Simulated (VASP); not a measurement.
# W8C9 in VASP: relaxation of the atoms with PBE

Aim: the relaxation of the atoms of W8C9 with PBE.

Everything below comes from runs of VASP 6.6.1. Logs are shortened: lines on timing, memory, paths and dates and some standing lists are left out, and cuts for length are marked.

**1. The cell of the first run**

The cell holds a slab with vacuum, 17 atoms: a = 5.796 Å, b = 5.796 Å, c = 15.252 Å, α = 90.00°, β = 90.00°, γ = 120.00°.

**2. Relaxation of the atoms, PBE**

The input, INCAR:

```
ALGO = Normal ; EDIFF = 1E-6
EDIFFG = -0.08 ; ENCUT = 520
GGA = PE ; IBRION = 2
ISIF = 2 ; ISMEAR = -1
LASPH = True ; LCHARG = False
LREAL = Auto ; LWAVE = False
NCORE = 4 ; NELM = 60
NSW = 45 ; PREC = Accurate
SIGMA = 0.15
```

The input, KPOINTS:

```
k-points
0
Gamma
  2 2 1
```

The input, POSCAR:

```
W8C9
1.0
    5.7964600000      0.0000000000      0.0000000000
   -2.8982300000      5.0198820000      0.0000000000
    0.0000000000      0.0000000000     15.2522600000
W C
8 9
Selective dynamics
Direct
    0.0000000000      0.0000000000      0.0655641000  F F F
    0.0000000000      0.0000000000      0.2514277000  T T T
    0.0000000000      0.5000000000      0.0655641000  F F F
    0.0000000000      0.5000000000      0.2514277000  T T T
    0.5000000000      0.0000000000      0.0655641000  F F F
    0.5000000000      0.0000000000      0.2514277000  T T T
    0.5000000000      0.5000000000      0.0655641000  F F F
    0.5000000000      0.5000000000      0.2514277000  T T T
    0.3333333000      0.1666667000      0.1584959000  T T T
    0.3333333000      0.1666667000      0.3443595000  T T T
    0.3333333000      0.6666667000      0.1584959000  T T T
    0.3333333000      0.6666667000      0.3443595000  T T T
    0.8333333000      0.1666667000      0.1584959000  T T T
    0.8333333000      0.1666667000      0.3443595000  T T T
    0.8333333000      0.6666667000      0.1584959000  T T T
    0.8333333000      0.6666667000      0.3443595000  T T T
    0.4952951000     -0.0137375000      0.4105792000  T T T
```

Potentials or basis: VASP PAW PBE potentials, release 64 (W_sv, C).

Launch:

```sh
cat potpaw_PBE.64/W_sv/POTCAR potpaw_PBE.64/C/POTCAR > POTCAR
mpirun -np 4 vasp_std > vasp.out
```

OUTCAR:

```text
EDIFF = 1E-6
   EDIFFG = -0.08
   ENCUT = 520
   GGA = PE
   IBRION = 2
   ISIF = 2
   ISMEAR = -1
   LASPH = True
   LREAL = Auto
   NELM = 60
   NSW = 45
   PREC = Accurate

 ion  position               nearest neighbor table
   1  0.000  0.000  0.066-   9 2.19  15 2.19  13 2.19   2 2.83   5 2.90   5 2.90   3 2.90   3 2.90
                             7 2.90   7 2.90
   2  0.000  0.000  0.251-   9 2.19  10 2.19  15 2.19  16 2.19  13 2.19  14 2.19   1 2.83   6 2.90
                             6 2.90   8 2.90   4 2.90   4 2.90   8 2.90
   3  0.000  0.500  0.066-  11 2.19  13 2.19  15 2.19   4 2.83   7 2.90   7 2.90   5 2.90   1 2.90
                             1 2.90   5 2.90
   4  0.000  0.500  0.251-  11 2.19  12 2.19  13 2.19  14 2.19  15 2.19  16 2.19   3 2.83   8 2.90
                             8 2.90   2 2.90   2 2.90   6 2.90   6 2.90
   5  0.500  0.000  0.066-  13 2.19  11 2.19   9 2.19   6 2.83   1 2.90   1 2.90   3 2.90   7 2.90
                             7 2.90   3 2.90
   6  0.500  0.000  0.251-  13 2.19  14 2.19  11 2.19  12 2.19   9 2.19  10 2.19  17 2.43   5 2.83
                             2 2.90   2 2.90   4 2.90   8 2.90   8 2.90   4 2.90
   7  0.500  0.500  0.066-  15 2.19   9 2.19  11 2.19   8 2.83   3 2.90   3 2.90   5 2.90   5 2.90
                             1 2.90   1 2.90
   8  0.500  0.500  0.251-  15 2.19  16 2.19   9 2.19  10 2.19  11 2.19  12 2.19   7 2.83   4 2.90
                             4 2.90   2 2.90   6 2.90   6 2.90   2 2.90
   9  0.333  0.167  0.158-   1 2.19   2 2.19   7 2.19   8 2.19   5 2.19   6 2.19
  10  0.333  0.167  0.344-  17 1.99   2 2.19   8 2.19   6 2.19
  11  0.333  0.667  0.158-   3 2.19   4 2.19   5 2.19   6 2.19   7 2.19   8 2.19
  12  0.333  0.667  0.344-  17 1.90   4 2.19   6 2.19   8 2.19
  13  0.833  0.167  0.158-   5 2.19   6 2.19   3 2.19   4 2.19   1 2.19   2 2.19
  14  0.833  0.167  0.344-  17 1.98   6 2.19   4 2.19   2 2.19
  15  0.833  0.667  0.158-   7 2.19   8 2.19   1 2.19   2 2.19   3 2.19   4 2.19
  16  0.833  0.667  0.344-   8 2.19   2 2.19   4 2.19
  17  0.495  0.986  0.411-  12 1.90  14 1.98  10 1.99   6 2.43

  LATTYP: Found a hexagonal cell.
 ALAT       =     5.7964600000
 C/A-ratio  =     2.6313060040

  Lattice vectors:

 A1 = (   5.7964600000,   0.0000000000,   0.0000000000)
 A2 = (  -2.8982300000,   5.0198820000,   0.0000000000)
 A3 = (   0.0000000000,   0.0000000000,  15.2522600000)

Analysis of symmetry for initial positions (statically):
=====================================================================
 Subroutine PRICEL returns:
 Original cell was already a primitive cell.

 Routine SETGRP: Setting up the symmetry group for a
 hexagonal supercell.

 Subroutine GETGRP returns: Found  1 space group operations
 (whereof  1 operations were pure point group operations)
 out of a pool of 24 trial point group operations.

The static configuration has the point symmetry C_1 .

Analysis of symmetry for dynamics (positions and initial velocities):
=====================================================================
 Subroutine PRICEL returns:
 Original cell was already a primitive cell.

 Routine SETGRP: Setting up the symmetry group for a
 hexagonal supercell.

 Subroutine GETGRP returns: Found  1 space group operations
 (whereof  1 operations were pure point group operations)
 out of a pool of 24 trial point group operations.

The dynamic configuration has the point symmetry C_1 .

Analysis of constrained symmetry for selective dynamics:
=====================================================================
 Subroutine PRICEL returns:
 Original cell was already a primitive cell.

 Routine SETGRP: Setting up the symmetry group for a
 hexagonal supercell.

 Subroutine GETGRP returns: Found  1 space group operations
 (whereof  1 operations were pure point group operations)
 out of a pool of 24 trial point group operations.

The constrained configuration has the point symmetry C_1 .

 Subroutine INISYM returns: Found  1 space group operations
 (whereof  1 operations are pure point group operations),
 and found     1 'primitive' translations

----------------------------------------------------------------------------------------

                                     Primitive cell

  volume of cell :     443.8033

  direct lattice vectors                    reciprocal lattice vectors
     5.796460000  0.000000000  0.000000000     0.172519089  0.099603935  0.000000000
    -2.898230000  5.019882000  0.000000000     0.000000000  0.199207870  0.000000000
     0.000000000  0.000000000 15.252260000     0.000000000  0.000000000  0.065564054

  length of vectors
     5.796460000  5.796460336 15.252260000     0.199207881  0.199207870  0.065564054

  position of ions in fractional coordinates (direct lattice)
     0.000000000  0.000000000  0.065564100
     0.000000000  0.000000000  0.251427700
     0.000000000  0.500000000  0.065564100
     0.000000000  0.500000000  0.251427700
     0.500000000  0.000000000  0.065564100
     0.500000000  0.000000000  0.251427700
[... 9 lines left out ...]
     0.833333300  0.666666700  0.344359500
     0.495295100  0.986262500  0.410579200

  ion indices of the primitive-cell ions
   primitive index   ion index
                 1           1
                 2           2
                 3           3
                 4           4
                 5           5
                 6           6
[... 9 lines left out ...]
                16          16
                17          17

----------------------------------------------------------------------------------------

 KPOINTS: k-points

Automatic generation of k-mesh.
 Grid dimensions read from file:
 generate k-points for:    2    2    1

 Generating k-lattice:

  Cartesian coordinates                     Fractional coordinates (reciprocal lattice)
     0.086259545  0.049801967  0.000000000     0.500000000  0.000000000  0.000000000
     0.000000000  0.099603935  0.000000000     0.000000000  0.500000000  0.000000000
     0.000000000  0.000000000  0.065564054     0.000000000  0.000000000  1.000000000

  Length of vectors
     0.099603941  0.099603935  0.065564054

  Shift w.r.t. Gamma in fractional coordinates (k-lattice)
     0.000000000  0.000000000  0.000000000

 Subroutine IBZKPT returns following result:
 ===========================================

 Found      4 irreducible k-points:

 Following reciprocal coordinates:
            Coordinates               Weight
  0.000000  0.000000  0.000000      1.000000
  0.500000  0.000000  0.000000      1.000000
  0.000000  0.500000  0.000000      1.000000
  0.500000  0.500000  0.000000      1.000000
   k-points           NKPTS =      4   k-points in BZ     NKDIM =      4   number of bands    NBANDS=     88
   number of dos      NEDOS =    301   number of ions     NIONS =     17
   total plane-waves  NPLWV = 276480
   dimension x,y,z NGX =    48 NGY =   48 NGZ =  120
   dimension x,y,z NGXF=    96 NGYF=   96 NGZF=  240
   ions per type =               8   9
   NGX,Y,Z   is equivalent  to a cutoff of  13.77, 13.77, 13.08 a.u.
   NGXF,Y,Z  is equivalent  to a cutoff of  27.53, 27.53, 26.16 a.u.
 SYSTEM =  unknown system
   PREC   = accura    normal or accurate (medium, high low for compatibility)
   ISTART =      0    job   : 0-new  1-cont  2-samecut
   ICHARG =      2    charge: 1-file 2-atom 10-const
   ISPIN  =      1    spin polarized calculation?
   LNONCOLLINEAR =      F non collinear calculations
   LSORBIT =      F    spin-orbit coupling
   LASPH  =      T    aspherical Exc in radial PAW
   ENCUT  =  520.0 eV  38.22 Ry    6.18 a.u.  10.78 10.78 28.36*2*pi/ulx,y,z
   NELM   =     60;   NELMIN=  2; NELMDL= -5     # of ELM steps
   EDIFF  = 0.1E-05   stopping-criterion for ELM
   LREAL  =      T    real-space projection
   EDIFFG = -.8E-01   stopping-criterion for IOM
   NSW    =     45    number of steps for IOM
   IBRION =      2    ionic relax: 0-MD 1-quasi-New 2-CG
   NFREE  =      1    steps in history (QN), initial steepest desc. (CG)
   ISIF   =      2    stress and relaxation
   ISYM   =      2    0-nonsym 1-usesym 2-fastsym
   POTIM  = 0.5000    time-step for ionic-motion
   TEBEG  =    0.0;   TEEND  =   0.0 temperature during run
   PSTRESS=    0.0 pullay stress
   NELECT =     148.0000    total number of electrons
   NUPDOWN=      -1.0000    fix difference up-down
   EMIN   =  10.00;   EMAX   =-10.00  energy-range for DOS
   EFERMI =   0.00;   METHOD = LEGACY
   ISMEAR =    -1;   SIGMA  =   0.15  broadening in eV -4-tet -1-fermi 0-gaus
   EFERMI_NEDOS =   21; number of points for ismear=-14 and -15
   IALGO  =     38    algorithm
   IMIX   =      4    mixing-type and parameters
     AMIX     =   0.40;   BMIX     =  1.00
     AMIX_MAG =   1.60;   BMIX_MAG =  1.00
  volume/ion in A,a.u.               =      26.11       176.17
  Fermi-wavevector in a.u.,A,eV,Ry     =   1.135268  2.145346 17.535656  1.288834
  Thomas-Fermi vector in A             =   2.271973
   LORBIT       =      0    0 simple, 1 ext, 2 COOP (PROOUT), +10 PAW based schemes
   GGA     = PE    functional components
   LHFCALC =     F    Hartree Fock is set to
   AEXX    =    0.0000 exact exchange contribution
   IVDW    =     0    specifies the selected vdW correction
   LEPSILON=     F    determine dielectric tensor
   LRPA    =     F    only Hartree local field effects (RPA)
 conjugate gradient relaxation of ions
 non-spin polarized calculation
  energy-cutoff  :      520.00
  volume of cell :      443.80
 maximum number of plane-waves:     11985
 NGX is ok and might be reduce to    48
   NGX = 21   NGY = 21   NGZ = 57

--------------------------------------- Ionic step        1  -------------------------------------------

 number of electron     147.9999996 magnetization

 Free energy of the ion-electron system (eV)
  ---------------------------------------------------
  ext. energy  EPLUGINS =         0.00000000
  ---------------------------------------------------
  free energy    TOTEN  =      -168.28664760 eV

  energy without entropy =     -167.66866710  energy(sigma->0) =     -167.97765735

------------------------ aborting loop because EDIFF is reached ----------------------------------------

  FORCE on cell =-STRESS in cart. coord.  units (eV):
  Direction    XX          YY          ZZ          XY          YZ          ZX
  --------------------------------------------------------------------------------------
  -------------------------------------------------------------------------------------
  Total      -12.1480168    -13.2220726    -24.9732158     -0.1094815      0.1211577     -0.0329154
  in kB      -43.8556360    -47.7330922    -90.1559722     -0.3952400      0.4373924     -0.1188282
  external PRESSURE =     -60.5815668 kB  Pullay stress =       0.0000000 kB
[... 134 lines left out ...]
  FREE ENERGIE OF THE ION-ELECTRON SYSTEM (eV)
  ---------------------------------------------------
  free  energy   TOTEN  =      -171.5310686211 eV

  energy  without entropy=     -171.2018170107  energy(sigma->0) =     -171.36644282

[... ionic steps 4 to 18 ...]

--------------------------------------- Ionic step       19  -------------------------------------------

 number of electron     147.9999994 magnetization

------------------------ aborting loop because EDIFF is reached ----------------------------------------
[... 97 lines left out ...]
--------------------------------------- Ionic step       21  -------------------------------------------

 number of electron     147.9999994 magnetization

 Free energy of the ion-electron system (eV)
  ---------------------------------------------------
  ext. energy  EPLUGINS =         0.00000000
  ---------------------------------------------------
  free energy    TOTEN  =      -173.79891770 eV

  energy without entropy =     -173.41030064  energy(sigma->0) =     -173.60460917

 E-fermi :   1.0811     XC(G=0):  -6.6415

 val. band max:        0.9016460464   @ k =   0.5000   0.5000   0.0000
 cond. band min:       1.2456490035   @ k =   0.0000   0.0000   0.0000
 fundamental gap:      0.3440029571
 Fermi energy:         1.0810952601

 k-point     1 :       0.0000    0.0000    0.0000
  band No.  band energies     occupation
      1     -73.0000      2.00000
      2     -72.9514      2.00000
      3     -72.9513      2.00000
      4     -72.8762      2.00000
      5     -72.8667      2.00000
      6     -72.8297      2.00000
[... 345 lines left out ...]
     85       3.6144      0.00000
     86       3.7451      0.00000
 [bands above 86 left out]

------------------------ aborting loop because EDIFF is reached ----------------------------------------

  FORCE on cell =-STRESS in cart. coord.  units (eV):
  Direction    XX          YY          ZZ          XY          YZ          ZX
  --------------------------------------------------------------------------------------
  -------------------------------------------------------------------------------------
  Total       -6.4617860     -6.5676211     -0.2821999     -0.0087441      0.1867278     -0.0337195
  in kB      -23.3277367    -23.7098125     -1.0187718     -0.0315671      0.6741073     -0.1217309
  external PRESSURE =     -16.0187737 kB  Pullay stress =       0.0000000 kB
[... 32 lines left out ...]
  FREE ENERGIE OF THE ION-ELECTRON SYSTEM (eV)
  ---------------------------------------------------
  free  energy   TOTEN  =      -173.7989177027 eV

  energy  without entropy=     -173.4103006386  energy(sigma->0) =     -173.60460917

 reached required accuracy - stopping structural energy minimisation
```

It took 34 min on 4 MPI ranks of Intel Xeon Platinum 8259CL at 2.50GHz (Skylake/Cascade Lake), shared host; peak memory 0.25 GiB.

Results:

```yaml
Free_energy: -173.7989 eV
Energy_gained_by_relaxing: 324.3 meV/atom
Ionic_steps: 21
Band_gap_on_the_k_mesh: zero (bands 74 and 75 overlap by 0.37 eV)
```

The path:
```csv
step,energy change (eV),largest force on free atoms (eV/Å),pressure (GPa)
1,0.0000,5.3992,-6.06
2,-3.1197,8.1315,-2.63
3,-3.2444,5.9666,-3.73
4,-4.9774,3.1370,-2.06
5,-5.0486,2.1530,-2.60
6,-5.1465,3.5944,-3.72
7,-5.3229,1.1459,-3.43
8,-5.4074,1.4338,-2.99
9,-5.4162,0.8150,-3.11
10,-5.4675,0.3646,-2.85
11,-5.4689,0.4389,-2.79
12,-5.4942,0.3961,-2.27
13,-5.4942,0.3958,-2.27
14,-5.5049,0.2040,-1.89
15,-5.5051,0.2613,-1.83
16,-5.5102,0.1914,-1.64
17,-5.5102,0.1892,-1.64
18,-5.5114,0.2310,-1.64
19,-5.5117,0.1236,-1.64
20,-5.5122,0.0940,-1.59
21,-5.5123,0.0442,-1.60
```

Final structure:
```
W C
1.0
     5.79646    0.00000    0.00000
    -2.89823    5.01988    0.00000
     0.00000    0.00000   15.25226
W C
8 9
Direct
  0.00000 0.00000 0.06556
  0.00020 0.00014 0.26043
  0.00000 0.50000 0.06556
  0.00010 0.49875 0.26039
  0.50000 0.00000 0.06556
  0.49984 0.99946 0.23791
  0.50000 0.50000 0.06556
  0.49888 0.49874 0.26039
  0.32977 0.16979 0.15129
  0.35818 0.14049 0.33898
  0.32981 0.65953 0.15125
  0.35832 0.71632 0.33898
  0.84011 0.16978 0.15129
  0.78257 0.14049 0.33898
  0.83320 0.66629 0.15648
  0.83292 0.66547 0.33325
  0.49973 0.99922 0.37257
```

Levels at points of the mesh, in eV from the Fermi level:
```tsv
k point	band 71	band 72	band 73	band 74	band 75	band 76	band 77	band 78	band 79	band 80
(0.00, 0.00, 0.00)	-0.50	0.16	0.19	0.19	0.30	0.30	0.95	1.76	1.90	1.91
(0.50, 0.00, 0.00)	-1.18	-0.94	-0.90	-0.45	-0.18	0.86	1.06	1.18	1.34	1.43
(0.00, 0.50, 0.00)	-1.18	-0.94	-0.90	-0.44	-0.18	0.86	1.07	1.18	1.34	1.43
(0.50, 0.50, 0.00)	-1.18	-0.94	-0.90	-0.45	-0.18	0.86	1.06	1.18	1.34	1.43
```

Caveat: the k points lie up to 0.63 Å⁻¹ apart; there is no dipole correction, which matters where the two faces differ; spin-orbit coupling is left out, which moves the levels of the heavy elements.

The gap in the log of VASP goes by the Fermi energy; the results here count the filled bands.